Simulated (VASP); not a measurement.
**Be16HS16 (a cell with a defect): single point with PBEsol**

Be16HS16 (a cell with a defect):

```
Be S H
1.0
    -4.83771   -4.83771    4.83771
     4.83771   -4.83771   -4.83771
     4.83771    4.83771    4.83771
Be S H
16 16 1
Direct
  0.99860 0.75065 0.25203
  0.74753 0.74764 0.49369
  0.25511 0.51829 0.25616
  0.00009 0.49955 0.49957
  0.74752 0.49367 0.74763
  0.49439 0.74761 0.74761
  0.25222 0.74893 0.99775
  0.75084 0.99852 0.25244
  0.50932 0.24830 0.24829
  0.25498 0.25603 0.51814
  0.99860 0.25200 0.75069
  0.75088 0.25242 0.99855
  0.50049 0.50023 0.00313
  0.50050 0.00318 0.50025
  0.25220 0.99772 0.74893
  0.91990 0.91563 0.91571
  0.24825 0.74841 0.74843
  0.99953 0.74331 0.99845
  0.50459 0.50457 0.75752
  0.25010 0.49959 0.00075
  0.99993 0.50069 0.25037
  0.74936 0.74917 0.24877
  0.50467 0.75764 0.50465
  0.99953 0.99842 0.74337
  0.74937 0.24878 0.74920
  0.49980 0.24883 0.99868
  0.28431 0.28828 0.28823
  0.99989 0.25034 0.50070
  0.75040 0.50042 0.50042
  0.74699 0.99933 0.99936
  0.49979 0.99870 0.24883
  0.25007 0.00072 0.49959
  0.10044 0.14262 0.14197
```

- Program: VASP 6.6.1
- Task: single point
- Functional: PBEsol
- Potentials or basis: VASP PAW PBE potentials, release 64 (Be, S, H)
- Cutoff: 520 eV
- k mesh: 2 × 2 × 2, shifted
- Occupations: gaussian, width 0.02 eV
- Spin: no spin polarisation

The largest force is 0.068 eV/Å.

Forces in eV/Å, atoms in the order of the input:
```
Be   0.000  0.001  0.001
Be   0.000  0.006  0.003
Be   0.003 -0.002 -0.006
Be   0.001  0.002 -0.002
Be   0.000 -0.003 -0.006
Be  -0.004 -0.001  0.001
Be  -0.002 -0.001  0.001
Be   0.001 -0.001  0.002
Be  -0.003 -0.004  0.003
Be   0.004  0.006  0.002
Be   0.000 -0.002 -0.001
Be   0.001 -0.001 -0.001
Be  -0.001  0.000 -0.001
Be   0.000  0.001  0.001
Be  -0.001 -0.001  0.002
Be  -0.004  0.003 -0.004
S    0.000  0.001 -0.001
S    0.003 -0.004  0.006
S    0.001  0.001  0.003
S   -0.001  0.004  0.004
S    0.003 -0.001  0.000
S   -0.002 -0.002 -0.002
S    0.001 -0.002 -0.001
S    0.003 -0.006  0.004
S   -0.003  0.002  0.002
S   -0.003  0.002 -0.001
S   -0.031  0.042 -0.043
S    0.002  0.001  0.001
S    0.004 -0.003  0.004
S    0.006 -0.001  0.001
S   -0.003  0.002 -0.002
S   -0.001 -0.004 -0.004
H    0.024 -0.035  0.036
```

Levels at points of the mesh, in eV from the Fermi level:
| k point | band 62 | band 63 | band 64 | band 65 | band 66 | band 67 |
| --- | --- | --- | --- | --- | --- | --- |
| (0.25, 0.25, 0.25) | -0.13 | -0.12 | -0.12 | 3.38 | 4.63 | 4.88 |

Run time: 5.1 min on 1 thread of AMD EPYC 9R45 96-Core Processor (Zen 5) (shared host), peak memory 0.56 GiB.

Caveat: the cell carries a net charge on a neutralising background, which shifts energy and pressure; the cell is charged against a uniform background, so pressure and absolute levels hang on convention; the PAW data sets were made with another functional, which shifts forces and pressure a little.
